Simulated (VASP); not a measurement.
Si:

```
Si
1.0
     0.00000    2.72212    2.72212
     2.72212    0.00000    2.72212
     2.72212    2.72212    0.00000
Si
2
Direct
  0.25000 0.25000 0.25000
  0.00000 0.00000 0.00000
```

Base run:

- Program: VASP 6.6.1
- Functional: r2SCAN
- Potentials or basis: VASP PAW PBE potentials, release 64 (Si)
- Cutoff: 520 eV
- k mesh: 8 × 8 × 8
- Occupations: gaussian, width 0.01 eV
- Spin: no spin polarisation

Its results: band gap on the k mesh 0.83 eV, indirect (least direct gap 2.75 eV); pressure -0.2 GPa.

Question: The run is repeated on the same cell with these changes: functional from r2SCAN to PBE. What comes out?

Answer: Band gap on the k mesh 0.63 eV, indirect (least direct gap 2.56 eV); pressure 1.2 GPa.

r2SCAN gives the wider gap, since meta-GGAs in the generalised Kohn-Sham scheme recover part of the derivative discontinuity.

Caveats: the PAW data sets were made with another functional, which shifts forces and pressure a little (some runs).

A k mesh can miss the band edges.
